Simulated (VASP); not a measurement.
# P: single point with PBEsol

The system is P.

```
P
1.0
     1.72045    0.99330    2.93468
    -1.72045    0.99330    2.93468
     0.00000   -1.98660    2.93468
P
2
Direct
  0.23358 0.23358 0.23358
  0.76642 0.76642 0.76642
```

```yaml
Program: VASP 6.6.1
Task: single point
Functional: PBEsol
Potentials_or_basis: VASP PAW PBE potentials, release 64 (P)
Cutoff: 520 eV
k_mesh: 15 × 15 × 15
Occupations: gaussian, width 0.1 eV
Spin: no spin polarisation
Dipole_correction: no
Further_INCAR_settings: ALGO = Normal; EDIFF = 1e-07; NBANDS = 12
```

| Quantity | Value |
| --- | --- |
| Pressure | 0.0 GPa |
| Largest force | 0.032 eV/Å |
| Band gap on the k mesh | zero (bands 5 and 6 overlap by 1.32 eV) |

Forces in eV/Å, atoms in the order of the input:
```
P    0.000  0.000 -0.032
P    0.000  0.000  0.032
```

Stress tensor (GPa, compression positive):
```
0.01 0.00 0.00
0.00 0.01 0.00
0.00 0.00 0.10
```

Levels at points of the mesh, in eV from the Fermi level:
| k point | band 1 | band 2 | band 3 | band 4 | band 5 | band 6 | band 7 | band 8 | band 9 | band 10 |
| --- | --- | --- | --- | --- | --- | --- | --- | --- | --- | --- |
| (0.00, 0.00, 0.00) | -16.80 | -2.75 | -2.70 | -2.70 | -2.47 | 2.23 | 3.30 | 3.30 | 5.45 | 5.45 |

Wall time 2.4 min on 1 thread of Intel Xeon 8259CL, on a shared host, peak memory 0.22 GiB.

Caveat: the PAW data sets were made with another functional, which shifts forces and pressure a little.
